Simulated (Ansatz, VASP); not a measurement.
**Cd3Cl3O in VASP and in Ansatz**

```xyz
7
Lattice="5.3534 0.0000 0.0000 0.0000 5.3534 0.0000 0.0000 0.0000 5.3534" Properties=species:S:1:pos:R:3 pbc="T T T"
Cd    2.6767    2.6767    0.0000
Cd    5.3534    2.6767    2.6767
Cd    2.6767    0.0000    2.6767
Cl    2.6767    0.0000    0.0000
Cl    5.3534    2.6767    0.0000
Cl    5.3534    0.0000    2.6767
O     2.6767    2.6767    2.6767
```

Alike in both runs: task single point; functional PBE; k mesh 4 × 4 × 4; occupations gaussian, width 0.2 eV; no spin polarisation.

```csv
,VASP,Ansatz
version,VASP 6.6.1,Ansatz 0.2.0
potentials or method,"VASP PAW PBE potentials, release 64 (Cd, Cl, O), cutoff 520 eV","scalar-relativistic, plane waves, PAW"
valence electrons in the cell,63,87
```

|  | VASP | Ansatz | Ansatz less VASP |
| --- | --- | --- | --- |
| gap on the k mesh at the Fermi level (eV) | none | none | - |
| pressure (GPa) | 0.3 | 0.0 | -0.26 |

A gap of «none» marks a metal or a gap that the smearing closes. With one functional, cell and mesh, what is left measures potentials, basis and numerics. VASP's potentials hold 63 valence electrons a cell and Ansatz's 87, so a difference there can come from the potentials and not from the codes.
